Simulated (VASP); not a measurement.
Runs of VASP 6.6.1 on Ca. The structure is that of space group Fd-3m (No. 227), or close to it. The cells are those of the table. 

```tsv
task	cell	k mesh	cutoff (eV)	gap on the mesh (eV)	pressure (GPa)
single point	a = 6.212 Å, angles 60.0°, 2 atoms	7 × 7 × 7	520	none	(a)
single point	a = 6.388 Å, angles 60.0°, 2 atoms	7 × 7 × 7	520	none	0.0
single point	a = 6.388 Å, angles 60.0°, 2 atoms	10 × 10 × 10	520	none	0.0
single point	a = 6.633 Å, angles 60.0°, 2 atoms	7 × 7 × 7	520	none	(b)
single point	a = 6.301 Å, angles 60.0°, 2 atoms	7 × 7 × 7	520	none	0.1
single point	a = 6.472 Å, angles 60.0°, 2 atoms	7 × 7 × 7	520	none	-0.1
single point	a = 6.554 Å, angles 60.0°, 2 atoms	7 × 7 × 7	520	none	-0.2
relaxation of cell and atoms	relaxed from a = 5.503 Å, angles 60.0°, 2 atoms	7 × 7 × 7	600	none	0.0
```

Alike in all rows: level BLYP; potentials or basis VASP PAW PBE potentials, release 64 (Ca_sv); no spin polarisation; smearing fermi-dirac 0.1 eV.

Problem. Estimate the missing entries.

Solution. (a) 0.3; (b) -0.3.

Caveats: the PAW data sets were made with another functional, which shifts forces and pressure a little.

A gap of «none» marks levels without a gap at the run's occupations.
